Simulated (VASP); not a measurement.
# SiGe (P6_3mc) in VASP: notebook

SiGe is run at these levels: PBEsol; tasks: single point.

All numbers are computed with VASP 6.6.1; they aren't measurements. Logs are shortened: lines on timing, memory, paths and dates and some standing lists are left out, and cuts for length are marked.

**1. The cell of the first run**

It takes space group P6_3mc (No. 186, hexagonal). Conventional cell: a = 3.901 Å, b = 3.901 Å, c = 7.168 Å, α = 90.00°, β = 90.00°, γ = 120.00°. Si (site symmetry 3m) has 4 Ge at 2.43 to 2.68 Å within 3.2 Å. Ge (site symmetry 3m) has 4 Si at 2.43 to 2.68 Å within 3.2 Å.

**2. Single point, PBEsol (strain +0.1125 x Voigt [0, 0, 1, 0, 0, 0])**

Input file INCAR:

```
PREC     = Accurate       # precision mode
ENCUT    = 520            # plane-wave cutoff, eV
EDIFF    = 1E-7           # SCF threshold, eV
ISMEAR   = 0              # smearing method
SIGMA    = 0.03           # smearing width, eV
LREAL    = F              # projectors in reciprocal space
LASPH    = T              # aspherical terms in the spheres
NELM     = 100            # most SCF steps
ALGO     = Normal         # electronic algorithm
ISIF     = 2              # what is computed and relaxed
LWAVE    = F              # write WAVECAR
LCHARG   = F              # write CHGCAR
GGA      = PS             # functional
NBANDS   = 26             # bands
```

Input file KPOINTS:

```
regular mesh
0
Gamma
  12 12 6
```

Input file POSCAR:

```
SiGe
1.0
    3.9005968931      0.0000000000      0.0000000000
   -1.9502984466      3.3780159994      0.0000000000
    0.0000000000      0.0000000000      7.1682744590
Si Ge
2 2
Direct
    0.6666666667      0.3333333333      0.8745463420
    0.3333333333      0.6666666667      0.3745463420
    0.6666666667      0.3333333333      0.5004526580
    0.3333333333      0.6666666667      0.0004526580
```

Potentials or basis: VASP PAW PBE potentials, release 64 (Si, Ge_d).

Run with:

```console
cat potpaw_PBE.64/Si/POTCAR potpaw_PBE.64/Ge_d/POTCAR > POTCAR
mpirun -np 1 vasp_std > vasp.out
```

OUTCAR:

```text
PREC = Accurate
   ENCUT = 520
   EDIFF = 1E-7
   ISMEAR = 0
   LREAL = F
   LASPH = T
   NELM = 100
   ISIF = 2
   GGA = PS

 ion  position               nearest neighbor table
   1  0.667  0.333  0.875-   4 2.43   4 2.43   4 2.43   3 2.68
   2  0.333  0.667  0.375-   3 2.43   3 2.43   3 2.43   4 2.68
   3  0.667  0.333  0.500-   2 2.43   2 2.43   2 2.43   1 2.68
   4  0.333  0.667  0.000-   1 2.43   1 2.43   1 2.43   2 2.68

  LATTYP: Found a hexagonal cell.
 ALAT       =     3.9005968931
 C/A-ratio  =     1.8377378272

  Lattice vectors:

 A1 = (   3.9005968931,   0.0000000000,   0.0000000000)
 A2 = (  -1.9502984466,   3.3780159994,   0.0000000000)
 A3 = (   0.0000000000,   0.0000000000,   7.1682744590)

Analysis of symmetry for initial positions (statically):
=====================================================================
 Subroutine PRICEL returns:
 Original cell was already a primitive cell.

 Routine SETGRP: Setting up the symmetry group for a
 hexagonal supercell.

 Subroutine GETGRP returns: Found 12 space group operations
 (whereof  6 operations were pure point group operations)
 out of a pool of 24 trial point group operations.

The static configuration has the point symmetry C_3v.
 The point group associated with its full space group is C_6v.

Analysis of symmetry for dynamics (positions and initial velocities):
=====================================================================
 Subroutine PRICEL returns:
 Original cell was already a primitive cell.

 Routine SETGRP: Setting up the symmetry group for a
 hexagonal supercell.

 Subroutine GETGRP returns: Found 12 space group operations
 (whereof  6 operations were pure point group operations)
 out of a pool of 24 trial point group operations.

The dynamic configuration has the point symmetry C_3v.
 The point group associated with its full space group is C_6v.

 Subroutine INISYM returns: Found 12 space group operations
 (whereof  6 operations are pure point group operations),
 and found     1 'primitive' translations

----------------------------------------------------------------------------------------

                                     Primitive cell

  volume of cell :      94.4512

  direct lattice vectors                    reciprocal lattice vectors
     3.900596893  0.000000000  0.000000000     0.256371019  0.148015877  0.000000000
    -1.950298447  3.378015999  0.000000000     0.000000000  0.296031754  0.000000000
     0.000000000  0.000000000  7.168274459     0.000000000  0.000000000  0.139503587

  length of vectors
     3.900596893  3.900596893  7.168274459     0.296031754  0.296031754  0.139503587

  position of ions in fractional coordinates (direct lattice)
     0.666666667  0.333333333  0.874546342
     0.333333333  0.666666667  0.374546342
     0.666666667  0.333333333  0.500452658
     0.333333333  0.666666667  0.000452658

  ion indices of the primitive-cell ions
   primitive index   ion index
                 1           1
                 2           2
                 3           3
                 4           4

----------------------------------------------------------------------------------------

 KPOINTS: regular mesh

Automatic generation of k-mesh.
 Grid dimensions read from file:
 generate k-points for:   12   12    6

 Generating k-lattice:

  Cartesian coordinates                     Fractional coordinates (reciprocal lattice)
     0.021364252  0.012334656  0.000000000     0.083333333  0.000000000  0.000000000
     0.000000000  0.024669313  0.000000000     0.000000000  0.083333333  0.000000000
     0.000000000  0.000000000  0.023250598     0.000000000  0.000000000  0.166666667

  Length of vectors
     0.024669313  0.024669313  0.023250598

  Shift w.r.t. Gamma in fractional coordinates (k-lattice)
     0.000000000  0.000000000  0.000000000

 Subroutine IBZKPT returns following result:
 ===========================================

 Found     76 irreducible k-points:

 Following reciprocal coordinates:
            Coordinates               Weight
  0.000000  0.000000  0.000000      1.000000
  0.083333  0.000000  0.000000      6.000000
  0.166667  0.000000  0.000000      6.000000
  0.250000  0.000000  0.000000      6.000000
  0.333333  0.000000  0.000000      6.000000
  0.416667  0.000000  0.000000      6.000000
[... 16 lines left out ...]
  0.250000  0.000000  0.166667     12.000000
  0.333333  0.000000  0.166667     12.000000
 [... further k-points ...]
   k-points           NKPTS =     76   k-points in BZ     NKDIM =     76   number of bands    NBANDS=     26
   number of dos      NEDOS =    301   number of ions     NIONS =      4
   total plane-waves  NPLWV =  48600
   dimension x,y,z NGX =    30 NGY =   30 NGZ =   54
   dimension x,y,z NGXF=    60 NGYF=   60 NGZF=  108
   ions per type =               2   2
   NGX,Y,Z   is equivalent  to a cutoff of  12.79, 12.79, 12.52 a.u.
   NGXF,Y,Z  is equivalent  to a cutoff of  25.57, 25.57, 25.05 a.u.
 SYSTEM =  unknown system
   PREC   = accura    normal or accurate (medium, high low for compatibility)
   ISTART =      0    job   : 0-new  1-cont  2-samecut
   ICHARG =      2    charge: 1-file 2-atom 10-const
   ISPIN  =      1    spin polarized calculation?
   LNONCOLLINEAR =      F non collinear calculations
   LSORBIT =      F    spin-orbit coupling
   LASPH  =      T    aspherical Exc in radial PAW
   ENCUT  =  520.0 eV  38.22 Ry    6.18 a.u.   7.25  7.25 13.33*2*pi/ulx,y,z
   NELM   =    100;   NELMIN=  2; NELMDL= -5     # of ELM steps
   EDIFF  = 0.1E-06   stopping-criterion for ELM
   LREAL  =      F    real-space projection
   EDIFFG = 0.1E-05   stopping-criterion for IOM
   NSW    =      0    number of steps for IOM
   IBRION =     -1    ionic relax: 0-MD 1-quasi-New 2-CG
   NFREE  =      0    steps in history (QN), initial steepest desc. (CG)
   ISIF   =      2    stress and relaxation
   ISYM   =      2    0-nonsym 1-usesym 2-fastsym
   POTIM  = 0.5000    time-step for ionic-motion
   TEBEG  =    0.0;   TEEND  =   0.0 temperature during run
   PSTRESS=    0.0 pullay stress
   NELECT =      36.0000    total number of electrons
   NUPDOWN=      -1.0000    fix difference up-down
   EMIN   =  10.00;   EMAX   =-10.00  energy-range for DOS
   EFERMI =   0.00;   METHOD = LEGACY
   ISMEAR =     0;   SIGMA  =   0.03  broadening in eV -4-tet -1-fermi 0-gaus
   EFERMI_NEDOS =   21; number of points for ismear=-14 and -15
   IALGO  =     38    algorithm
   IMIX   =      4    mixing-type and parameters
     AMIX     =   0.40;   BMIX     =  1.00
     AMIX_MAG =   1.60;   BMIX_MAG =  1.00
  volume/ion in A,a.u.               =      23.61       159.35
  Fermi-wavevector in a.u.,A,eV,Ry     =   1.186970  2.243049 19.169229  1.408899
  Thomas-Fermi vector in A             =   2.323132
   LORBIT       =      0    0 simple, 1 ext, 2 COOP (PROOUT), +10 PAW based schemes
   GGA     = PS    functional components
   LHFCALC =     F    Hartree Fock is set to
   AEXX    =    0.0000 exact exchange contribution
   IVDW    =     0    specifies the selected vdW correction
   LEPSILON=     F    determine dielectric tensor
   LRPA    =     F    only Hartree local field effects (RPA)
 non-spin polarized calculation
 Gauss-broadening in eV      SIGMA  =   0.03
  energy-cutoff  :      520.00
  volume of cell :       94.45
 maximum number of plane-waves:      2589
 NGX is ok and might be reduce to    30
   NGX = 15   NGY = 15   NGZ = 27

 number of electron      35.9999985 magnetization

 Free energy of the ion-electron system (eV)
  ---------------------------------------------------
  ext. energy  EPLUGINS =         0.00000000
  ---------------------------------------------------
  free energy    TOTEN  =       -20.73939960 eV

  energy without entropy =      -20.73935407  energy(sigma->0) =      -20.73937684

 E-fermi :   4.5482     XC(G=0):  -9.4312

 val. band max:        4.4604830705   @ k =   0.0000   0.0000   0.1667
 cond. band min:       4.5494942882   @ k =   0.0000   0.0000   0.0000
 fundamental gap:      0.0890112177
 Fermi energy:         4.5482349520

 k-point     1 :       0.0000    0.0000    0.0000
  band No.  band energies     occupation
      1     -19.9435      2.00000
      2     -19.9425      2.00000
      3     -19.9370      2.00000
      4     -19.9370      2.00000
      5     -19.9351      2.00000
      6     -19.9351      2.00000
[... 18 lines left out ...]
     25       8.6405      0.00000
     26      11.0874      0.00000

 k-point     2 :       0.0833    0.0000    0.0000
  band No.  band energies     occupation
      1     -19.9431      2.00000
      2     -19.9422      2.00000
      3     -19.9373      2.00000
      4     -19.9369      2.00000
      5     -19.9352      2.00000
      6     -19.9349      2.00000
[... 18 lines left out ...]
     25       8.9479      0.00000
     26      10.7925      0.00000

 k-point     3 :       0.1667    0.0000    0.0000
  band No.  band energies     occupation
      1     -19.9421      2.00000
      2     -19.9417      2.00000
      3     -19.9379      2.00000
      4     -19.9367      2.00000
      5     -19.9356      2.00000
      6     -19.9344      2.00000
[... 18 lines left out ...]
     25       9.7365      0.00000
     26       9.9137      0.00000

 k-point     4 :       0.2500    0.0000    0.0000
  band No.  band energies     occupation
      1     -19.9416      2.00000
      2     -19.9408      2.00000
      3     -19.9388      2.00000
      4     -19.9364      2.00000
      5     -19.9358      2.00000
      6     -19.9339      2.00000
[... 18 lines left out ...]
     25      10.5175      0.00000
     26      10.7772      0.00000

 k-point     5 :       0.3333    0.0000    0.0000
  band No.  band energies     occupation
      1     -19.9419      2.00000
      2     -19.9404      2.00000
      3     -19.9388      2.00000
      4     -19.9363      2.00000
      5     -19.9355      2.00000
      6     -19.9335      2.00000
[... 18 lines left out ...]
     25      10.6594      0.00000
     26      11.8467      0.00000

 k-point     6 :       0.4167    0.0000    0.0000
  band No.  band energies     occupation
      1     -19.9423      2.00000
      2     -19.9409      2.00000
      3     -19.9380      2.00000
      4     -19.9362      2.00000
      5     -19.9351      2.00000
      6     -19.9332      2.00000
[... 427 lines left out ...]
 k-point    21 :       0.0833    0.0000    0.1667
  band No.  band energies     occupation
      1     -19.9430      2.00000
      2     -19.9423      2.00000
      3     -19.9371      2.00000
      4     -19.9368      2.00000
      5     -19.9354      2.00000
      6     -19.9350      2.00000
[... 18 lines left out ...]
     25       8.8256      0.00000
     26      11.0184      0.00000

 k-point    22 :       0.1667    0.0000    0.1667
  band No.  band energies     occupation
      1     -19.9422      2.00000
      2     -19.9418      2.00000
      3     -19.9377      2.00000
      4     -19.9365      2.00000
      5     -19.9357      2.00000
      6     -19.9346      2.00000
[... 18 lines left out ...]
     25       9.6000      0.00000
     26      10.1458      0.00000

 k-point    23 :       0.2500    0.0000    0.1667
  band No.  band energies     occupation
      1     -19.9417      2.00000
      2     -19.9410      2.00000
      3     -19.9383      2.00000
      4     -19.9363      2.00000
      5     -19.9359      2.00000
      6     -19.9341      2.00000
[... 18 lines left out ...]
     25      10.5813      0.00000
     26      10.5973      0.00000

 k-point    24 :       0.3333    0.0000    0.1667
  band No.  band energies     occupation
      1     -19.9419      2.00000
      2     -19.9409      2.00000
      3     -19.9382      2.00000
      4     -19.9361      2.00000
      5     -19.9356      2.00000
      6     -19.9337      2.00000
[... 18 lines left out ...]
     25      11.3746      0.00000
     26      11.5344      0.00000

 [... further k-points ...]
[... 5 lines left out ...]
  --------------------------------------------------------------------------------------
  -------------------------------------------------------------------------------------
  Total       -0.6839414     -0.6839414     -8.6456646      0.0000000      0.0000000      0.0000000
  in kB      -11.6017121    -11.6017121   -146.6565851      0.0000000      0.0000000      0.0000000
  external PRESSURE =     -56.6200031 kB  Pullay stress =       0.0000000 kB

 VOLUME and BASIS-vectors are now :
 -----------------------------------------------------------------------------
  energy-cutoff  :      520.00
  volume of cell :       94.45
      direct lattice vectors                 reciprocal lattice vectors
     3.900596893  0.000000000  0.000000000     0.256371019  0.148015877  0.000000000
    -1.950298447  3.378015999  0.000000000     0.000000000  0.296031754  0.000000000
     0.000000000  0.000000000  7.168274459     0.000000000  0.000000000  0.139503587

 POSITION                                       TOTAL-FORCE (eV/Angst)
 -----------------------------------------------------------------------------------
      1.95030      1.12601      6.26899         0.000000      0.000000     -0.307456
     -0.00000      2.25201      2.68485         0.000000      0.000000     -0.307456
      1.95030      1.12601      3.58738        -0.000000      0.000000      0.307456
     -0.00000      2.25201      0.00324         0.000000     -0.000000      0.307456
 -----------------------------------------------------------------------------------
    total drift:                               -0.000000     -0.000000      0.000037

  FREE ENERGIE OF THE ION-ELECTRON SYSTEM (eV)
  ---------------------------------------------------
  free  energy   TOTEN  =       -20.7393995994 eV

  energy  without entropy=      -20.7393540748  energy(sigma->0) =      -20.73937684
```

Run time: 1.9 min. Hardware: 1 thread of Intel Xeon Platinum 8559C (Emerald Rapids), shared host; peak memory 0.31 GiB.

Results:

```
Free energy            : -20.7394 eV
Pressure               : -5.7 GPa
Largest force          : 0.307 eV/Å
Band gap on the k mesh : zero (filled and empty bands touch)
```

Forces in eV/Å, atoms in the order of the input:
```
Si   0.000  0.000 -0.307
Si   0.000  0.000 -0.307
Ge   0.000  0.000  0.307
Ge   0.000  0.000  0.307
```

Stress tensor (GPa, compression positive):
```
 -1.16   0.00   0.00
  0.00  -1.16   0.00
  0.00   0.00 -14.67
```

Levels at points of the mesh, in eV from the Fermi level:
| k point | band 16 | band 17 | band 18 | band 19 | band 20 | band 21 |
| --- | --- | --- | --- | --- | --- | --- |
| (0.00, 0.00, 0.00) | -0.49 | -0.41 | 0.00 | 0.00 | 1.08 | 2.40 |
| (0.50, 0.00, 0.00) | -2.55 | -2.51 | -1.55 | 0.87 | 1.24 | 2.87 |
| (0.00, 0.00, 0.50) | -0.55 | -0.55 | -0.55 | 1.60 | 1.60 | 3.31 |
| (0.50, 0.00, 0.50) | -2.60 | -2.12 | -2.12 | 0.33 | 0.33 | 1.79 |

Caveat: the cell differs from its parent crystal (strain +0.1125 x Voigt [0, 0, 1, 0, 0, 0]); the PAW data sets were made with another functional, which shifts forces and pressure a little.

[end of part 1 of 3]
